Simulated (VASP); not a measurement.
# AgCl (Fm-3m) in VASP: notebook

Runs on AgCl. Level: PBE. Tasks: electric field gradients.

All numbers are computed with VASP 6.6.1; they aren't measurements. Logs are shortened: lines on timing, memory, paths and dates and some standing lists are left out, and cuts for length are marked.

### Step 1. The cell of the first run

The structure is cubic, space group Fm-3m (No. 225). The conventional cell has a = 5.546 Å, b = 5.546 Å, c = 5.546 Å, α = 90.00°, β = 90.00°, γ = 90.00°. Within 3.7 Å of Ag (site symmetry m-3m) lie 6 Cl at 2.77 Å. Within 3.7 Å of Cl (site symmetry m-3m) lie 6 Ag at 2.77 Å.

### Step 2. Electric field gradients, PBE

Contents of INCAR:

```
PREC = Accurate
ENCUT = 520
EDIFF = 1E-8
ISMEAR = -1
SIGMA = 0.01
LREAL = F
LASPH = T
NELM = 60
ALGO = Normal
ISIF = 2
LWAVE = F
LCHARG = F
GGA = PE
LEFG = T
NBANDS = 16
```

Contents of KPOINTS:

```
Automatic mesh
0
Gamma
  9 9 9
```

Contents of POSCAR:

```
AgCl
1.0
    0.0000000000      2.7731500000      2.7731500000
    2.7731500000      0.0000000000      2.7731500000
    2.7731500000      2.7731500000      0.0000000000
Ag Cl
1 1
Direct
    0.5000000000      0.5000000000      0.5000000000
    0.0000000000      0.0000000000      0.0000000000
```

Potentials or basis: VASP PAW PBE potentials, release 64 (Ag, Cl).

Started as:

```
> cat potpaw_PBE.64/Ag/POTCAR potpaw_PBE.64/Cl/POTCAR > POTCAR
> mpirun -np 1 vasp_std > vasp.out
```

OUTCAR:

```text
PREC = Accurate
   ENCUT = 520
   EDIFF = 1E-8
   ISMEAR = -1
   LREAL = F
   LASPH = T
   NELM = 60
   ISIF = 2
   GGA = PE

 ion  position               nearest neighbor table
   1  0.500  0.500  0.500-   2 2.77   2 2.77   2 2.77   2 2.77   2 2.77   2 2.77
   2  0.000  0.000  0.000-   1 2.77   1 2.77   1 2.77   1 2.77   1 2.77   1 2.77

  LATTYP: Found a face centered cubic cell.
 ALAT       =     5.5463000000

  Lattice vectors:

 A1 = (   0.0000000000,   2.7731500000,   2.7731500000)
 A2 = (   2.7731500000,   0.0000000000,   2.7731500000)
 A3 = (   2.7731500000,   2.7731500000,   0.0000000000)

Analysis of symmetry for initial positions (statically):
=====================================================================
 Subroutine PRICEL returns:
 Original cell was already a primitive cell.

 Routine SETGRP: Setting up the symmetry group for a
 face centered cubic supercell.

 Subroutine GETGRP returns: Found 48 space group operations
 (whereof 48 operations were pure point group operations)
 out of a pool of 48 trial point group operations.

The static configuration has the point symmetry O_h .

Analysis of symmetry for dynamics (positions and initial velocities):
=====================================================================
 Subroutine PRICEL returns:
 Original cell was already a primitive cell.

 Routine SETGRP: Setting up the symmetry group for a
 face centered cubic supercell.

 Subroutine GETGRP returns: Found 48 space group operations
 (whereof 48 operations were pure point group operations)
 out of a pool of 48 trial point group operations.

The dynamic configuration has the point symmetry O_h .

 Subroutine INISYM returns: Found 48 space group operations
 (whereof 48 operations are pure point group operations),
 and found     1 'primitive' translations

----------------------------------------------------------------------------------------

                                     Primitive cell

  volume of cell :      42.6530

  direct lattice vectors                    reciprocal lattice vectors
     0.000000000  2.773150000  2.773150000    -0.180300380  0.180300380  0.180300380
     2.773150000  0.000000000  2.773150000     0.180300380 -0.180300380  0.180300380
     2.773150000  2.773150000  0.000000000     0.180300380  0.180300380 -0.180300380

  length of vectors
     3.921826340  3.921826340  3.921826340     0.312289420  0.312289420  0.312289420

  position of ions in fractional coordinates (direct lattice)
     0.500000000  0.500000000  0.500000000
     0.000000000  0.000000000  0.000000000

  ion indices of the primitive-cell ions
   primitive index   ion index
                 1           1
                 2           2

----------------------------------------------------------------------------------------

 KPOINTS: Automatic mesh

Automatic generation of k-mesh.
 Grid dimensions read from file:
 generate k-points for:    9    9    9

 Generating k-lattice:

  Cartesian coordinates                     Fractional coordinates (reciprocal lattice)
    -0.020033376  0.020033376  0.020033376     0.111111111  0.000000000  0.000000000
     0.020033376 -0.020033376  0.020033376     0.000000000  0.111111111  0.000000000
     0.020033376  0.020033376 -0.020033376     0.000000000  0.000000000  0.111111111

  Length of vectors
     0.034698824  0.034698824  0.034698824

  Shift w.r.t. Gamma in fractional coordinates (k-lattice)
     0.000000000  0.000000000  0.000000000

 Subroutine IBZKPT returns following result:
 ===========================================

 Found     35 irreducible k-points:

 Following reciprocal coordinates:
            Coordinates               Weight
  0.000000  0.000000  0.000000      1.000000
  0.111111  0.000000  0.000000      8.000000
  0.222222  0.000000  0.000000      8.000000
  0.333333  0.000000  0.000000      8.000000
  0.444444  0.000000  0.000000      8.000000
  0.111111  0.111111  0.000000      6.000000
[... 16 lines left out ...]
 -0.333333  0.333333  0.000000     12.000000
  0.444444  0.444444  0.000000      6.000000
 [... further k-points ...]
   k-points           NKPTS =     35   k-points in BZ     NKDIM =     35   number of bands    NBANDS=     16
   number of dos      NEDOS =    301   number of ions     NIONS =      2
   total plane-waves  NPLWV =  27000
   dimension x,y,z NGX =    30 NGY =   30 NGZ =   30
   dimension x,y,z NGXF=    60 NGYF=   60 NGZF=   60
   ions per type =               1   1
   NGX,Y,Z   is equivalent  to a cutoff of  12.72, 12.72, 12.72 a.u.
   NGXF,Y,Z  is equivalent  to a cutoff of  25.43, 25.43, 25.43 a.u.
 SYSTEM =  unknown system
   PREC   = accura    normal or accurate (medium, high low for compatibility)
   ISTART =      0    job   : 0-new  1-cont  2-samecut
   ICHARG =      2    charge: 1-file 2-atom 10-const
   ISPIN  =      1    spin polarized calculation?
   LNONCOLLINEAR =      F non collinear calculations
   LSORBIT =      F    spin-orbit coupling
   LASPH  =      T    aspherical Exc in radial PAW
   ENCUT  =  520.0 eV  38.22 Ry    6.18 a.u.   7.29  7.29  7.29*2*pi/ulx,y,z
   NELM   =     60;   NELMIN=  2; NELMDL= -5     # of ELM steps
   EDIFF  = 0.1E-07   stopping-criterion for ELM
   LREAL  =      F    real-space projection
   EDIFFG = 0.1E-06   stopping-criterion for IOM
   NSW    =      0    number of steps for IOM
   IBRION =     -1    ionic relax: 0-MD 1-quasi-New 2-CG
   NFREE  =      0    steps in history (QN), initial steepest desc. (CG)
   ISIF   =      2    stress and relaxation
   ISYM   =      2    0-nonsym 1-usesym 2-fastsym
   POTIM  = 0.5000    time-step for ionic-motion
   TEBEG  =    0.0;   TEEND  =   0.0 temperature during run
   PSTRESS=    0.0 pullay stress
   NELECT =      18.0000    total number of electrons
   NUPDOWN=      -1.0000    fix difference up-down
   EMIN   =  10.00;   EMAX   =-10.00  energy-range for DOS
   EFERMI =   0.00;   METHOD = LEGACY
   ISMEAR =    -1;   SIGMA  =   0.01  broadening in eV -4-tet -1-fermi 0-gaus
   EFERMI_NEDOS =   21; number of points for ismear=-14 and -15
   IALGO  =     38    algorithm
   IMIX   =      4    mixing-type and parameters
     AMIX     =   0.40;   BMIX     =  1.00
     AMIX_MAG =   1.60;   BMIX_MAG =  1.00
  volume/ion in A,a.u.               =      21.33       143.92
  Fermi-wavevector in a.u.,A,eV,Ry     =   1.227955  2.320498 20.515850  1.507872
  Thomas-Fermi vector in A             =   2.362898
   LORBIT       =      0    0 simple, 1 ext, 2 COOP (PROOUT), +10 PAW based schemes
   GGA     = PE    functional components
   LHFCALC =     F    Hartree Fock is set to
   AEXX    =    0.0000 exact exchange contribution
   IVDW    =     0    specifies the selected vdW correction
   LEPSILON=     F    determine dielectric tensor
   LRPA    =     F    only Hartree local field effects (RPA)
 non-spin polarized calculation
  energy-cutoff  :      520.00
  volume of cell :       42.65
 maximum number of plane-waves:      1161
 NGX is ok and might be reduce to    30
   NGX = 15   NGY = 15   NGZ = 15

 number of electron      18.0000005 magnetization

 Free energy of the ion-electron system (eV)
  ---------------------------------------------------
  ext. energy  EPLUGINS =         0.00000000
  ---------------------------------------------------
  free energy    TOTEN  =        -5.39443359 eV

  energy without entropy =       -5.39443359  energy(sigma->0) =       -5.39443359

 E-fermi :   4.0493     XC(G=0):  -9.9652

 val. band max:        3.7715592060   @ k =   0.4444   0.0000   0.0000
 cond. band min:       4.7262365912   @ k =   0.0000   0.0000   0.0000
 fundamental gap:      0.9546773852
 Fermi energy:         4.0493329422

 k-point     1 :       0.0000    0.0000    0.0000
  band No.  band energies     occupation
      1     -11.3313      2.00000
      2       1.3782      2.00000
      3       1.3782      2.00000
      4       1.3782      2.00000
      5       1.4192      2.00000
      6       1.4192      2.00000
[... 8 lines left out ...]
     15      17.1342      0.00000
     16      17.1342      0.00000
[... 419 lines left out ...]
 k-point    24 :       0.4444    0.4444    0.0000
  band No.  band energies     occupation
      1     -10.8851      2.00000
      2      -0.5674      2.00000
      3       0.7501      2.00000
      4       0.7501      2.00000
      5       1.0629      2.00000
      6       1.6021      2.00000
[... 8 lines left out ...]
     15      19.2048      0.00000
     16      19.2049      0.00000

 [... further k-points ...]

------------------------ aborting loop because EDIFF is reached ----------------------------------------

  FORCE on cell =-STRESS in cart. coord.  units (eV):
  Direction    XX          YY          ZZ          XY          YZ          ZX
  --------------------------------------------------------------------------------------
  -------------------------------------------------------------------------------------
  Total        0.3923442      0.3923442      0.3923442      0.0000000      0.0000000     -0.0000000
  in kB       14.7376316     14.7376316     14.7376316      0.0000000      0.0000000     -0.0000000
  external PRESSURE =      14.7376316 kB  Pullay stress =       0.0000000 kB

 VOLUME and BASIS-vectors are now :
 -----------------------------------------------------------------------------
  energy-cutoff  :      520.00
  volume of cell :       42.65
      direct lattice vectors                 reciprocal lattice vectors
     0.000000000  2.773150000  2.773150000    -0.180300380  0.180300380  0.180300380
     2.773150000  0.000000000  2.773150000     0.180300380 -0.180300380  0.180300380
     2.773150000  2.773150000  0.000000000     0.180300380  0.180300380 -0.180300380

 POSITION                                       TOTAL-FORCE (eV/Angst)
 -----------------------------------------------------------------------------------
      2.77315      2.77315      2.77315        -0.000000      0.000000     -0.000000
      0.00000      0.00000      0.00000         0.000000     -0.000000      0.000000
 -----------------------------------------------------------------------------------
    total drift:                                0.000000      0.000000      0.000000

  FREE ENERGIE OF THE ION-ELECTRON SYSTEM (eV)
  ---------------------------------------------------
  free  energy   TOTEN  =        -5.3944335913 eV

  energy  without entropy=       -5.3944335913  energy(sigma->0) =       -5.39443359

 Electric field gradients (V/A^2)
---------------------------------------------------------------------
 ion       V_xx      V_yy      V_zz      V_xy      V_xz      V_yz
---------------------------------------------------------------------
   1      -0.000     0.000     0.000    -0.000    -0.000    -0.000
   2      -0.000    -0.000    -0.000    -0.000    -0.000    -0.000
---------------------------------------------------------------------

 Electric field gradients after diagonalization (V/A^2)
 (convention: |V_zz| > |V_xx| > |V_yy|)
----------------------------------------------------------------------
 ion       V_xx      V_yy      V_zz     asymmetry (V_yy - V_xx)/ V_zz
----------------------------------------------------------------------
   1       0.000     0.000    -0.001       0.000
   2       0.000     0.000    -0.001       0.000
----------------------------------------------------------------------

           NMR quadrupolar parameters

 Cq : quadrupolar parameter    Cq=e*Q*V_zz/h
 eta: asymmetry parameters     (V_yy - V_xx)/ V_zz
 Q  : nuclear electric quadrupole moment in mb (millibarn)
----------------------------------------------------------------------
 ion       Cq(MHz)       eta       Q (mb)
----------------------------------------------------------------------
   1      -0.000       0.000       1.000
   2      -0.000       0.000       1.000
----------------------------------------------------------------------
```

Wall time 31 s (1 thread of Intel Xeon Platinum 8259CL at 2.50GHz (Skylake/Cascade Lake), shared host); peak memory 0.18 GiB.

Results:

| Property | Result |
| --- | --- |
| Free energy | -5.3944 eV |
| Pressure | 1.5 GPa |
| Band gap on the k mesh | 0.95 eV (least direct gap 3.14 eV) |
| Largest electric field gradient by atom | zero within the noise of the run |

Caveat: an odd mesh through Γ misses points on the zone boundary, where band edges can lie.

### Step 3. Electric field gradients, PBE (21.75 Å³/atom)

This run uses another cell than the first one, of 21.75 Å³/atom.

Contents of INCAR:

```
SYSTEM = AgCl
PREC = Accurate ; ENCUT = 520
EDIFF = 1E-8 ; ISMEAR = -1
SIGMA = 0.01 ; LREAL = .FALSE.
LASPH = .TRUE. ; NELM = 100
ALGO = Normal ; ISIF = 2
LWAVE = .FALSE. ; LCHARG = .FALSE.
GGA = PE ; LEFG = .TRUE.
NBANDS = 16
```

Contents of KPOINTS:

```
Automatic mesh
0
G
  9 9 9
  0 0 0
```

Contents of POSCAR:

```
AgCl
1.0
    0.0000000000      2.7915157670      2.7915157670
    2.7915157670      0.0000000000      2.7915157670
    2.7915157670      2.7915157670      0.0000000000
Ag Cl
1 1
Direct
    0.5000000000      0.5000000000      0.5000000000
    0.0000000000      0.0000000000      0.0000000000
```

Potentials or basis: VASP PAW PBE potentials, release 64 (Ag, Cl).

Started as:

```
> cat potpaw_PBE.64/Ag/POTCAR potpaw_PBE.64/Cl/POTCAR > POTCAR
> mpirun -np 1 vasp_std > vasp.out
```

OUTCAR:

```text
SYSTEM = AgCl
   PREC = Accurate
   ENCUT = 520
   EDIFF = 1E-8
   ISMEAR = -1
   LREAL = .FALSE.
   LASPH = .TRUE.
   NELM = 100
   ISIF = 2
   GGA = PE

 ion  position               nearest neighbor table
   1  0.500  0.500  0.500-   2 2.79   2 2.79   2 2.79   2 2.79   2 2.79   2 2.79
   2  0.000  0.000  0.000-   1 2.79   1 2.79   1 2.79   1 2.79   1 2.79   1 2.79

  LATTYP: Found a face centered cubic cell.
 ALAT       =     5.5830315340

  Lattice vectors:

 A1 = (   0.0000000000,   2.7915157670,   2.7915157670)
 A2 = (   2.7915157670,   0.0000000000,   2.7915157670)
 A3 = (   2.7915157670,   2.7915157670,   0.0000000000)

Analysis of symmetry for initial positions (statically):
=====================================================================
 Subroutine PRICEL returns:
 Original cell was already a primitive cell.

 Routine SETGRP: Setting up the symmetry group for a
 face centered cubic supercell.

[... 645 lines left out ...]
      direct lattice vectors                 reciprocal lattice vectors
     0.000000000  2.791515767  2.791515767    -0.179114159  0.179114159  0.179114159
     2.791515767  0.000000000  2.791515767     0.179114159 -0.179114159  0.179114159
     2.791515767  2.791515767  0.000000000     0.179114159  0.179114159 -0.179114159

 POSITION                                       TOTAL-FORCE (eV/Angst)
 -----------------------------------------------------------------------------------
      2.79152      2.79152      2.79152        -0.000000      0.000000     -0.000000
      0.00000      0.00000      0.00000         0.000000     -0.000000      0.000000
 -----------------------------------------------------------------------------------
    total drift:                                0.000000      0.000000      0.000000

  FREE ENERGIE OF THE ION-ELECTRON SYSTEM (eV)
  ---------------------------------------------------
  free  energy   TOTEN  =        -5.4001235666 eV

  energy  without entropy=       -5.4001235666  energy(sigma->0) =       -5.40012357

 Electric field gradients (V/A^2)
---------------------------------------------------------------------
 ion       V_xx      V_yy      V_zz      V_xy      V_xz      V_yz
---------------------------------------------------------------------
   1      -0.000    -0.000     0.000     0.000     0.000     0.000
   2      -0.000    -0.000     0.000    -0.000    -0.000    -0.000
---------------------------------------------------------------------

 Electric field gradients after diagonalization (V/A^2)
 (convention: |V_zz| > |V_xx| > |V_yy|)
----------------------------------------------------------------------
 ion       V_xx      V_yy      V_zz     asymmetry (V_yy - V_xx)/ V_zz
----------------------------------------------------------------------
   1      -0.000    -0.000     0.000       0.000
   2       0.000     0.000    -0.001       0.000
----------------------------------------------------------------------

           NMR quadrupolar parameters

 Cq : quadrupolar parameter    Cq=e*Q*V_zz/h
 eta: asymmetry parameters     (V_yy - V_xx)/ V_zz
 Q  : nuclear electric quadrupole moment in mb (millibarn)
----------------------------------------------------------------------
 ion       Cq(MHz)       eta       Q (mb)
----------------------------------------------------------------------
   1       0.000       0.000       1.000
   2      -0.000       0.000       1.000
----------------------------------------------------------------------
```

OSZICAR:

```text
N       E                     dE             d eps       ncg     rms          rms(c)
DAV:   1     0.916390377101E+02    0.91639E+02   -0.86124E+03  1120   0.102E+03
DAV:   2    -0.257872724342E+01   -0.94218E+02   -0.86269E+02  1416   0.215E+02
DAV:   3    -0.557242199352E+01   -0.29937E+01   -0.29862E+01  1408   0.393E+01
DAV:   4    -0.558727921781E+01   -0.14857E-01   -0.14856E-01  1384   0.317E+00
DAV:   5    -0.558744856015E+01   -0.16934E-03   -0.16934E-03  1416   0.336E-01    0.583E+00
DAV:   6    -0.540457769737E+01    0.18287E+00   -0.24952E-01  1376   0.642E+00    0.379E+00
DAV:   7    -0.540063976115E+01    0.39379E-02   -0.96600E-02  1432   0.207E+00    0.192E+00
DAV:   8    -0.539996598733E+01    0.67377E-03   -0.47665E-03  1328   0.705E-01    0.312E-01
DAV:   9    -0.540004941889E+01   -0.83432E-04   -0.49068E-04  1408   0.281E-01    0.421E-02
DAV:  10    -0.540011931216E+01   -0.69893E-04   -0.10424E-04  1368   0.887E-02    0.306E-02
DAV:  11    -0.540012359608E+01   -0.42839E-05   -0.46460E-06  1480   0.150E-02    0.353E-03
DAV:  12    -0.540012361943E+01   -0.23347E-07   -0.27369E-07  1288   0.459E-03    0.173E-03
DAV:  13    -0.540012358211E+01    0.37317E-07   -0.10064E-07  1432   0.301E-03    0.110E-03
DAV:  14    -0.540012356478E+01    0.17332E-07   -0.87497E-09   960   0.646E-04    0.410E-04
DAV:  15    -0.540012356664E+01   -0.18638E-08   -0.81627E-10   688   0.223E-04
   1 F= -.54001236E+01 E0= -.54001236E+01  d E =-.141447E-14
```

stdout:

```text
POSCAR found type information on POSCAR AgCl
 POSCAR found :  2 types and       2 ions
 scaLAPACK will be used
 LDA part: xc-table for (Slater+PW92), standard interpolation
 POSCAR, INCAR and KPOINTS ok, starting setup
 FFT: planning ... GRIDC
 FFT: planning ... GRID_SOFT
 FFT: planning ... GRID
 WAVECAR not read
 entering main loop
ion   1

ion   2
```

Wall time 31 s (1 thread of Intel Xeon Platinum 8259CL at 2.50GHz (Skylake/Cascade Lake), shared host); peak memory 0.17 GiB.

What came out:

| Property | Result |
| --- | --- |
| Free energy | -5.4001 eV |
| Pressure | 0.5 GPa |
| Band gap on the k mesh | 0.96 eV (least direct gap 3.08 eV) |
| Largest electric field gradient by atom | zero within the noise of the run |

Caveat: an odd mesh through Γ misses points on the zone boundary, where band edges can lie.

(Continued in part 2 of 2.)
